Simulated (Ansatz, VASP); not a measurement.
Two plane-wave programs on NaS6

```
Na S
1.0
     6.31006    0.00000    0.00000
     0.00000    6.31006    0.00000
     0.00000    0.00000    6.31006
Na S
1 6
Direct
  0.00000 0.00000 0.00000
  0.15536 0.50000 0.50000
  0.50000 0.15536 0.50000
  0.84464 0.50000 0.50000
  0.50000 0.84464 0.50000
  0.50000 0.50000 0.15536
  0.50000 0.50000 0.84464
```

Change from the starting cell: species swapped into the YbB6 type (Pm-3m, No. 221).

Alike in both runs: task relaxation of cell and atoms; functional PBE; k mesh 6 × 6 × 6; occupations gaussian, width 0.1 eV; no spin polarisation.

|  | VASP | Ansatz |
| --- | --- | --- |
| version | VASP 6.6.1 | Ansatz 0.2.0 |
| potentials or method | VASP PAW PBE potentials, release 64 (Na_pv, S), cutoff 600 eV | scalar-relativistic, plane waves, PAW |
| valence electrons in the cell | 43 | 45 |

Ansatz gave:

* gap on the k mesh at the Fermi level, each at its own relaxed structure (eV): none
* relaxed volume (Å³/atom): 36.34
* relaxed cell length with the largest relative difference (Å): 6.336

Estimate VASP's values.

gap on the k mesh at the Fermi level, each at its own relaxed structure (eV): none; relaxed volume (Å³/atom): 36.36; relaxed cell length with the largest relative difference (Å): 6.337.

A gap of «none» marks a metal or a gap that the smearing closes. VASP's potentials hold 43 valence electrons a cell and Ansatz's 45, so a difference there can come from the potentials and not from the codes.
